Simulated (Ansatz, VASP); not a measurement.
**Al: VASP beside Ansatz**

INCAR

```
SYSTEM = Al
  ALGO = Normal
  EDIFF = 1E-7
  EDIFFG = -0.04
  ENCUT = 500
  GGA = PS
  GGA_COMPAT = .False.
  IBRION = 2
  ISIF = 3
  ISMEAR = 0
  LASPH = .True.
  LCHARG = .False.
  LREAL = .False.
  LWAVE = .False.
  NELM = 120
  NELMIN = 4
  NSW = 90
  PREC = Accurate
  SIGMA = 0.1
```

KPOINTS

```
k-points
0
Gamma
  8 8 8
  0 0 0
```

POSCAR

```
Al
1.0
    0.0000000000      2.0062932835      2.0062932835
    2.0062932835      0.0000000000      2.0062932835
    2.0062932835      2.0062932835      0.0000000000
Al
1
Direct
    0.5000000000      0.5000000000      0.5000000000
```

Input for Ansatz:

```yaml
crystal:
  lattice:
    - [0.0, 2.0062932835, 2.0062932835]
    - [2.0062932835, 0.0, 2.0062932835]
    - [2.0062932835, 2.0062932835, 0.0]
  atoms:
    - { symbol: Al, position: [0.5, 0.5, 0.5] }
basis:
  ecutwfc: 420
kpoints:
  mp_grid: { grid: [8, 8, 8] }
hamiltonian:
  xc: pbesol
scf:
  occupations: { method: gaussian, width: 0.1 }
  lower_state_search: "off"
output:
  forces: true
  stress: true
  eigenvalues: true
relax:
  adjacent_minimum: "off"
  f_tol: 0.04
  max_steps: 70
  cell: { stress_tol: 0.4 }
```

Alike in both runs: task relaxation of cell and atoms; functional PBEsol; k mesh 8 × 8 × 8; occupations gaussian, width 0.1 eV; no spin polarisation.

```csv
,VASP,Ansatz
version,VASP 6.6.1,Ansatz 0.2.0
potentials or method,"VASP PAW PBE potentials, release 64 (Al), cutoff 500 eV","scalar-relativistic, plane waves, PAW"
valence electrons in the cell,3,3
```

```tsv
	VASP	Ansatz	Ansatz less VASP
gap on the k mesh at the Fermi level, each at its own relaxed structure (eV)	none	none	-
relaxed volume (Å³/atom)	16.15	16.15	0.000
relaxed cell length with the largest relative difference (Å)	2.837	2.837	0.0000
```

VASP's potentials were made for PBE, not for PBEsol. A gap of «none» marks a metal or a gap that the smearing closes.

Noted on VASP's run: the relaxation stopped at its first step, so nothing moved.
